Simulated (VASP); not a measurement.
# HfC (Fm-3m) in VASP: a series of runs

Runs on HfC. Level: PBE. Tasks: electric field gradients.

Program: VASP 6.6.1. These are calculated values, not measurements. Logs are shortened: lines on timing, memory, paths and dates and some standing lists are left out, and cuts for length are marked.

## (1) The cell of the first run

Symmetry: Fm-3m, No. 225, cubic system. Conventional cell: a = 4.555 Å, b = 4.555 Å, c = 4.555 Å, α = 90.00°, β = 90.00°, γ = 90.00°. Within 3.0 Å of Hf (site symmetry m-3m) lie 6 C at 2.28 Å. C (site symmetry m-3m) has 6 Hf at 2.28 Å within 3.0 Å.

## (2) Electric field gradients, PBE (volume scaled by 0.94)

The input, INCAR:

```
  PREC = Accurate
  ENCUT = 520
  EDIFF = 1E-8
  ISMEAR = -1
  SIGMA = 0.05
  LREAL = F
  LASPH = T
  NELM = 60
  ALGO = Normal
  ISIF = 2
  LWAVE = F
  LCHARG = F
  GGA = PE
  LEFG = T
  NBANDS = 14
```

The input, KPOINTS:

```
regular mesh
0
Gamma
  15 15 15
```

The input, POSCAR:

```
HfC
1.0
    0.0000000000      2.2775377028      2.2775377028
    2.2775377028      0.0000000000      2.2775377028
    2.2775377028      2.2775377028      0.0000000000
Hf C
1 1
Direct
    0.5000000000      0.5000000000      0.5000000000
    0.0000000000      0.0000000000      0.0000000000
```

Potentials or basis: VASP PAW PBE potentials, release 64 (Hf_pv, C).

On the command line:

```bash
cat potpaw_PBE.64/Hf_pv/POTCAR potpaw_PBE.64/C/POTCAR > POTCAR
mpirun -np 1 vasp_std > vasp.out
```

OUTCAR:

```text
PREC = Accurate
   ENCUT = 520
   EDIFF = 1E-8
   ISMEAR = -1
   LREAL = F
   LASPH = T
   NELM = 60
   ISIF = 2
   GGA = PE

 ion  position               nearest neighbor table
   1  0.500  0.500  0.500-   2 2.28   2 2.28   2 2.28   2 2.28   2 2.28   2 2.28
   2  0.000  0.000  0.000-   1 2.28   1 2.28   1 2.28   1 2.28   1 2.28   1 2.28

  LATTYP: Found a face centered cubic cell.
 ALAT       =     4.5550754056

  Lattice vectors:

 A1 = (   0.0000000000,   2.2775377028,   2.2775377028)
 A2 = (   2.2775377028,   0.0000000000,   2.2775377028)
 A3 = (   2.2775377028,   2.2775377028,   0.0000000000)

Analysis of symmetry for initial positions (statically):
=====================================================================
 Subroutine PRICEL returns:
 Original cell was already a primitive cell.

 Routine SETGRP: Setting up the symmetry group for a
 face centered cubic supercell.

 Subroutine GETGRP returns: Found 48 space group operations
 (whereof 48 operations were pure point group operations)
 out of a pool of 48 trial point group operations.

The static configuration has the point symmetry O_h .

Analysis of symmetry for dynamics (positions and initial velocities):
=====================================================================
 Subroutine PRICEL returns:
 Original cell was already a primitive cell.

 Routine SETGRP: Setting up the symmetry group for a
 face centered cubic supercell.

 Subroutine GETGRP returns: Found 48 space group operations
 (whereof 48 operations were pure point group operations)
 out of a pool of 48 trial point group operations.

The dynamic configuration has the point symmetry O_h .

 Subroutine INISYM returns: Found 48 space group operations
 (whereof 48 operations are pure point group operations),
 and found     1 'primitive' translations

----------------------------------------------------------------------------------------

                                     Primitive cell

  volume of cell :      23.6280

  direct lattice vectors                    reciprocal lattice vectors
     0.000000000  2.277537703  2.277537703    -0.219535334  0.219535334  0.219535334
     2.277537703  0.000000000  2.277537703     0.219535334 -0.219535334  0.219535334
     2.277537703  2.277537703  0.000000000     0.219535334  0.219535334 -0.219535334

  length of vectors
[... 133 lines left out ...]
 fundamental gap:      0.0146823625
 Fermi energy:         6.4054077128

 k-point     1 :       0.0000    0.0000    0.0000
  band No.  band energies     occupation
      1     -22.8289      2.00000
      2     -22.8289      2.00000
      3     -22.8289      2.00000
      4      -6.1843      2.00000
      5       7.4710      0.00000
      6       7.4710      0.00000
      7       7.4710      0.00000
      8       7.8460      0.00000
      9       7.8460      0.00000
     10       7.8460      0.00000
     11      10.0245      0.00000
     12      10.0245      0.00000
     13      14.0170      0.00000
     14      17.6208      0.00000
[... 377 lines left out ...]
      1     -23.0729      2.00000
      2     -22.9010      2.00000
      3     -22.8919      2.00000
      4      -5.1968      2.00000
      5       3.8268      2.00000
      6       5.6766      2.00000
      7       5.9667      1.99969
      8       7.1727      0.00000
      9      10.1126      0.00000
     10      10.4288      0.00000
     11      11.2509      0.00000
     12      13.2148      0.00000
     13      16.5916      0.00000
     14      20.2854      0.00000

 [... further k-points ...]

------------------------ aborting loop because EDIFF is reached ----------------------------------------

  FORCE on cell =-STRESS in cart. coord.  units (eV):
  Direction    XX          YY          ZZ          XY          YZ          ZX
  --------------------------------------------------------------------------------------
  -------------------------------------------------------------------------------------
  Total        2.3886790      2.3886790      2.3886790      0.0000000      0.0000000      0.0000000
  in kB      161.9726340    161.9726340    161.9726340      0.0000000      0.0000000      0.0000000
  external PRESSURE =     161.9726340 kB  Pullay stress =       0.0000000 kB

 VOLUME and BASIS-vectors are now :
 -----------------------------------------------------------------------------
  energy-cutoff  :      520.00
  volume of cell :       23.63
      direct lattice vectors                 reciprocal lattice vectors
     0.000000000  2.277537703  2.277537703    -0.219535334  0.219535334  0.219535334
     2.277537703  0.000000000  2.277537703     0.219535334 -0.219535334  0.219535334
     2.277537703  2.277537703  0.000000000     0.219535334  0.219535334 -0.219535334

 POSITION                                       TOTAL-FORCE (eV/Angst)
 -----------------------------------------------------------------------------------
      2.27754      2.27754      2.27754         0.000000      0.000000      0.000000
      0.00000      0.00000      0.00000        -0.000000     -0.000000      0.000000
 -----------------------------------------------------------------------------------
    total drift:                                0.000000     -0.000000      0.000000

  FREE ENERGIE OF THE ION-ELECTRON SYSTEM (eV)
  ---------------------------------------------------
  free  energy   TOTEN  =       -20.9756657167 eV

  energy  without entropy=      -20.9727951671  energy(sigma->0) =      -20.97423044

 Electric field gradients (V/A^2)
---------------------------------------------------------------------
 ion       V_xx      V_yy      V_zz      V_xy      V_xz      V_yz
---------------------------------------------------------------------
   1      -0.000    -0.000     0.000    -0.000    -0.000    -0.000
   2       0.000     0.000     0.000     0.000     0.000     0.000
---------------------------------------------------------------------

 Electric field gradients after diagonalization (V/A^2)
 (convention: |V_zz| > |V_xx| > |V_yy|)
----------------------------------------------------------------------
 ion       V_xx      V_yy      V_zz     asymmetry (V_yy - V_xx)/ V_zz
----------------------------------------------------------------------
   1       0.000     0.000    -0.001       0.000
   2      -0.000    -0.000     0.001       0.000
----------------------------------------------------------------------

           NMR quadrupolar parameters

 Cq : quadrupolar parameter    Cq=e*Q*V_zz/h
 eta: asymmetry parameters     (V_yy - V_xx)/ V_zz
 Q  : nuclear electric quadrupole moment in mb (millibarn)
----------------------------------------------------------------------
 ion       Cq(MHz)       eta       Q (mb)
----------------------------------------------------------------------
   1      -0.000       0.000       1.000
   2       0.000       0.000       1.000
----------------------------------------------------------------------
```

OSZICAR:

```text
N       E                     dE             d eps       ncg     rms          rms(c)
DAV:   1     0.228897830283E+02    0.22890E+02   -0.78408E+03  3368   0.995E+02
DAV:   2    -0.226266048450E+02   -0.45516E+02   -0.42828E+02  4248   0.202E+02
DAV:   3    -0.240865239358E+02   -0.14599E+01   -0.14548E+01  4086   0.262E+01
DAV:   4    -0.240923043476E+02   -0.57804E-02   -0.57801E-02  3912   0.205E+00
DAV:   5    -0.240923368119E+02   -0.32464E-04   -0.32464E-04  4106   0.137E-01    0.636E+01
DAV:   6    -0.210171497288E+02    0.30752E+01   -0.11502E+01  3756   0.183E+01    0.449E+01
DAV:   7    -0.209868163291E+02    0.30333E-01   -0.52288E-01  4224   0.508E+00    0.250E+01
DAV:   8    -0.209801889387E+02    0.66274E-02   -0.49418E-02  4044   0.175E+00    0.509E+00
DAV:   9    -0.209759541880E+02    0.42348E-02   -0.17345E-02  3810   0.731E-01    0.191E+00
DAV:  10    -0.209756685852E+02    0.28560E-03   -0.11934E-03  4256   0.257E-01    0.516E-02
DAV:  11    -0.209756664817E+02    0.21035E-05   -0.63386E-05  3876   0.685E-02    0.257E-02
DAV:  12    -0.209756659845E+02    0.49726E-06   -0.16731E-06  4308   0.116E-02    0.662E-03
DAV:  13    -0.209756657616E+02    0.22289E-06   -0.15375E-07  3792   0.285E-03    0.280E-03
DAV:  14    -0.209756657174E+02    0.44211E-07   -0.37963E-09  2946   0.513E-04    0.996E-04
DAV:  15    -0.209756657167E+02    0.70781E-09   -0.80148E-10  2382   0.249E-04
   1 F= -.20975666E+02 E0= -.20974230E+02  d E =-.287055E-02
```

stdout:

```text
POSCAR found type information on POSCAR HfC
 POSCAR found :  2 types and       2 ions
 scaLAPACK will be used
 LDA part: xc-table for (Slater+PW92), standard interpolation
 POSCAR, INCAR and KPOINTS ok, starting setup
 FFT: planning ... GRIDC
 FFT: planning ... GRID_SOFT
 FFT: planning ... GRID
 WAVECAR not read
 entering main loop
ion   1

ion   2
```

It took 29 s on 1 thread of Intel Xeon Platinum 8488C (Sapphire Rapids), shared host; peak memory 0.17 GiB.

What came out:

```
Free energy            : -20.9757 eV
Pressure               : 16.2 GPa
Band gap on the k mesh : zero (band 7 reaches 7.47 eV, above the bottom of band 8 at 6.01 eV)
```

Levels at points of the mesh, in eV from the Fermi level:
```
           k point  band 3  band 4  band 5  band 6  band 7  band 8  band 9  band 10  band 11  band 12
(0.00, 0.00, 0.00)  -29.23  -12.59    1.07    1.07    1.07    1.44    1.44     1.44     3.62     3.62
```

Caveat: without QUAD_EFG the Cq values of the log hold for a quadrupole moment of 1 mb, not for the nuclei; spin-orbit coupling is left out, which moves the levels of the heavy elements.

## (3) Electric field gradients, PBE (volume scaled by 0.99)

The input, INCAR:

```
SYSTEM = HfC
PREC = Accurate
ENCUT = 520
EDIFF = 1E-8
ISMEAR = -1
SIGMA = 0.05
LREAL = .False.
LASPH = .True.
NELM = 100
ALGO = Normal
ISIF = 2
LWAVE = .False.
LCHARG = .False.
GGA = PE
LEFG = .True.
NBANDS = 14
```

The input, KPOINTS:

```
regular mesh
0
Gamma
  15 15 15
  0 0 0
```

The input, POSCAR:

```
HfC
1.0
    0.0000000000      2.3172240222      2.3172240222
    2.3172240222      0.0000000000      2.3172240222
    2.3172240222      2.3172240222      0.0000000000
Hf C
1 1
Direct
    0.5000000000      0.5000000000      0.5000000000
    0.0000000000      0.0000000000      0.0000000000
```

Potentials or basis: VASP PAW PBE potentials, release 64 (Hf_pv, C).

On the command line:

```bash
cat potpaw_PBE.64/Hf_pv/POTCAR potpaw_PBE.64/C/POTCAR > POTCAR
mpirun -np 1 vasp_std > vasp.out
```

OUTCAR:

```text
SYSTEM = HfC
   PREC = Accurate
   ENCUT = 520
   EDIFF = 1E-8
   ISMEAR = -1
   LREAL = .False.
   LASPH = .True.
   NELM = 100
   ISIF = 2
   GGA = PE

 ion  position               nearest neighbor table
   1  0.500  0.500  0.500-   2 2.32   2 2.32   2 2.32   2 2.32   2 2.32   2 2.32
   2  0.000  0.000  0.000-   1 2.32   1 2.32   1 2.32   1 2.32   1 2.32   1 2.32

  LATTYP: Found a face centered cubic cell.
 ALAT       =     4.6344480444

  Lattice vectors:

 A1 = (   0.0000000000,   2.3172240222,   2.3172240222)
 A2 = (   2.3172240222,   0.0000000000,   2.3172240222)
 A3 = (   2.3172240222,   2.3172240222,   0.0000000000)

Analysis of symmetry for initial positions (statically):
=====================================================================
 Subroutine PRICEL returns:
 Original cell was already a primitive cell.

 Routine SETGRP: Setting up the symmetry group for a
 face centered cubic supercell.

 Subroutine GETGRP returns: Found 48 space group operations
 (whereof 48 operations were pure point group operations)
 out of a pool of 48 trial point group operations.

The static configuration has the point symmetry O_h .

Analysis of symmetry for dynamics (positions and initial velocities):
=====================================================================
 Subroutine PRICEL returns:
 Original cell was already a primitive cell.

 Routine SETGRP: Setting up the symmetry group for a
 face centered cubic supercell.

 Subroutine GETGRP returns: Found 48 space group operations
 (whereof 48 operations were pure point group operations)
 out of a pool of 48 trial point group operations.

The dynamic configuration has the point symmetry O_h .

 Subroutine INISYM returns: Found 48 space group operations
 (whereof 48 operations are pure point group operations),
 and found     1 'primitive' translations

----------------------------------------------------------------------------------------

                                     Primitive cell

  volume of cell :      24.8848

  direct lattice vectors                    reciprocal lattice vectors
     0.000000000  2.317224022  2.317224022    -0.215775426  0.215775426  0.215775426
     2.317224022  0.000000000  2.317224022     0.215775426 -0.215775426  0.215775426
     2.317224022  2.317224022  0.000000000     0.215775426  0.215775426 -0.215775426

  length of vectors
     3.277049639  3.277049639  3.277049639     0.373734000  0.373734000  0.373734000

  position of ions in fractional coordinates (direct lattice)
     0.500000000  0.500000000  0.500000000
     0.000000000  0.000000000  0.000000000

  ion indices of the primitive-cell ions
   primitive index   ion index
                 1           1
                 2           2

----------------------------------------------------------------------------------------

 KPOINTS: regular mesh

Automatic generation of k-mesh.
 Grid dimensions read from file:
 generate k-points for:   15   15   15

 Generating k-lattice:

  Cartesian coordinates                     Fractional coordinates (reciprocal lattice)
[... 76 lines left out ...]
   EFERMI_NEDOS =   21; number of points for ismear=-14 and -15
   IALGO  =     38    algorithm
   IMIX   =      4    mixing-type and parameters
     AMIX     =   0.40;   BMIX     =  1.00
     AMIX_MAG =   1.60;   BMIX_MAG =  1.00
  volume/ion in A,a.u.               =      12.44        83.97
  Fermi-wavevector in a.u.,A,eV,Ry     =   1.351469  2.553906 24.850620  1.826469
  Thomas-Fermi vector in A             =   2.478888
   LORBIT       =      0    0 simple, 1 ext, 2 COOP (PROOUT), +10 PAW based schemes
   GGA     = PE    functional components
   LHFCALC =     F    Hartree Fock is set to
   AEXX    =    0.0000 exact exchange contribution
   IVDW    =     0    specifies the selected vdW correction
   LEPSILON=     F    determine dielectric tensor
   LRPA    =     F    only Hartree local field effects (RPA)
 non-spin polarized calculation
  energy-cutoff  :      520.00
  volume of cell :       24.88
 maximum number of plane-waves:       681
   NGX = 13   NGY = 13   NGZ = 13

 number of electron      14.0000001 magnetization

 Free energy of the ion-electron system (eV)
  ---------------------------------------------------
  ext. energy  EPLUGINS =         0.00000000
  ---------------------------------------------------
  free energy    TOTEN  =       -21.04501566 eV

  energy without entropy =      -21.04190510  energy(sigma->0) =      -21.04346038

 E-fermi :   5.9982     XC(G=0): -12.3350

 val. band max:        5.9923586904   @ k =   0.2000   0.2000   0.0000
 cond. band min:       6.0312283461   @ k =   0.4667   0.4000   0.0000
 fundamental gap:      0.0388696557
 Fermi energy:         5.9981920413

 k-point     1 :       0.0000    0.0000    0.0000
  band No.  band energies     occupation
      1     -23.4916      2.00000
      2     -23.4916      2.00000
      3     -23.4916      2.00000
      4      -6.3296      2.00000
      5       7.0357      0.00000
      6       7.0357      0.00000
      7       7.0357      0.00000
      8       7.4258      0.00000
      9       7.4258      0.00000
     10       7.4258      0.00000
     11       9.4533      0.00000
     12       9.4533      0.00000
     13      12.9784      0.00000
     14      17.0611      0.00000
[... 377 lines left out ...]
      1     -23.6907      2.00000
      2     -23.5513      2.00000
      3     -23.5439      2.00000
      4      -5.4171      2.00000
      5       3.5407      2.00000
      6       5.3230      2.00000
      7       5.5912      1.99942
      8       6.7900      0.00000
      9       9.5491      0.00000
     10       9.8515      0.00000
     11      10.6177      0.00000
     12      12.3534      0.00000
     13      15.6089      0.00000
     14      19.5522      0.00000

 [... further k-points ...]
[... 5 lines left out ...]
  --------------------------------------------------------------------------------------
  -------------------------------------------------------------------------------------
  Total        0.3092370      0.3092370      0.3092370      0.0000000     -0.0000000      0.0000000
  in kB       19.9098507     19.9098507     19.9098507      0.0000000     -0.0000000      0.0000000
  external PRESSURE =      19.9098507 kB  Pullay stress =       0.0000000 kB

 VOLUME and BASIS-vectors are now :
 -----------------------------------------------------------------------------
  energy-cutoff  :      520.00
  volume of cell :       24.88
      direct lattice vectors                 reciprocal lattice vectors
     0.000000000  2.317224022  2.317224022    -0.215775426  0.215775426  0.215775426
     2.317224022  0.000000000  2.317224022     0.215775426 -0.215775426  0.215775426
     2.317224022  2.317224022  0.000000000     0.215775426  0.215775426 -0.215775426

 POSITION                                       TOTAL-FORCE (eV/Angst)
 -----------------------------------------------------------------------------------
      2.31722      2.31722      2.31722        -0.000000      0.000000     -0.000000
      0.00000      0.00000      0.00000         0.000000     -0.000000      0.000000
 -----------------------------------------------------------------------------------
    total drift:                                0.000000     -0.000000      0.000000

  FREE ENERGIE OF THE ION-ELECTRON SYSTEM (eV)
  ---------------------------------------------------
  free  energy   TOTEN  =       -21.0450156599 eV

  energy  without entropy=      -21.0419051022  energy(sigma->0) =      -21.04346038

 Electric field gradients (V/A^2)
---------------------------------------------------------------------
 ion       V_xx      V_yy      V_zz      V_xy      V_xz      V_yz
---------------------------------------------------------------------
   1       0.000     0.000    -0.000     0.000     0.000     0.000
   2      -0.000    -0.000    -0.000     0.000     0.000     0.000
---------------------------------------------------------------------

 Electric field gradients after diagonalization (V/A^2)
 (convention: |V_zz| > |V_xx| > |V_yy|)
----------------------------------------------------------------------
 ion       V_xx      V_yy      V_zz     asymmetry (V_yy - V_xx)/ V_zz
----------------------------------------------------------------------
   1      -0.000    -0.000     0.000       0.000
   2      -0.000    -0.000     0.001       0.000
----------------------------------------------------------------------

           NMR quadrupolar parameters

 Cq : quadrupolar parameter    Cq=e*Q*V_zz/h
 eta: asymmetry parameters     (V_yy - V_xx)/ V_zz
 Q  : nuclear electric quadrupole moment in mb (millibarn)
----------------------------------------------------------------------
 ion       Cq(MHz)       eta       Q (mb)
----------------------------------------------------------------------
   1       0.000       0.000       1.000
   2       0.000       0.000       1.000
----------------------------------------------------------------------
```

Wall time 25 s (1 thread of Intel Xeon Platinum 8488C (Sapphire Rapids), shared host); peak memory 0.17 GiB.

What came out:

| Property | Result |
| --- | --- |
| Free energy | -21.0450 eV |
| Pressure | 2.0 GPa |
| Band gap on the k mesh | zero (band 7 reaches 7.04 eV, above the bottom of band 8 at 5.60 eV) |

Caveat: without QUAD_EFG the Cq values of the log hold for a quadrupole moment of 1 mb, not for the nuclei; spin-orbit coupling is left out, which moves the levels of the heavy elements.

(Part 1 of 3 ends here.)
